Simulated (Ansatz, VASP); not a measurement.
KBr: VASP beside Ansatz

File INCAR:

```
PREC = Accurate ; ENCUT = 500
EDIFF = 1E-7 ; ISMEAR = 0
SIGMA = 0.01 ; LREAL = F
LASPH = T ; NELM = 120
ALGO = Normal ; ISIF = 3
LWAVE = F ; LCHARG = F
GGA = PS ; IBRION = 2
NSW = 80 ; EDIFFG = -0.005
GGA_COMPAT = F ; NELMIN = 4
```

File KPOINTS:

```
regular mesh
0
Gamma
  6 6 6
```

The input POSCAR:

```
KBr
1.0
    0.0000000000      3.3000000000      3.3000000000
    3.3000000000      0.0000000000      3.3000000000
    3.3000000000      3.3000000000      0.0000000000
K Br
1 1
Direct
    0.0000000000      0.0000000000      0.0000000000
    0.5000000000      0.5000000000      0.5000000000
```

Input for Ansatz:

```yaml
crystal:
  lattice:
    bravais: fcc
    a: 6.6
  space_group: 225
  atoms:
    - { symbol: K, position: [0.0, 0.0, 0.0] }
    - { symbol: Br, position: [0.5, 0.0, 0.0] }
  reduce_to_primitive: true
kpoints:
  mp_grid:
    grid: [6, 6, 6]
hamiltonian:
  xc: pbesol
  dispersion: none
  pseudopotentials:
    kind: paw
    azcp:
      folder: soft_1
scf:
  occupations:
    method: fixed
relax:
  f_tol: 0.005
  cell: {}
```

Alike in both runs: task relaxation of cell and atoms; functional PBEsol; k mesh 6 × 6 × 6; no spin polarisation.

```csv
,VASP,Ansatz
version,VASP 6.6.1,Ansatz 0.2.0
potentials or method,"VASP PAW PBE potentials, release 64 (K_sv, Br)","plane waves, PAW"
plane-wave cutoff (eV),500,420
occupations,"gaussian, width 0.01 eV",fixed
valence electrons in the cell,16,16
```

Ansatz gave:

- relaxed volume (Å³/atom): 35.12
- relaxed cell length with the largest relative difference (Å): 4.631

Estimate VASP's values.

relaxed volume (Å³/atom): 35.25; relaxed cell length with the largest relative difference (Å): 4.637.

VASP's potentials were made for PBE, not for PBEsol, and Ansatz warns of the same on its side.
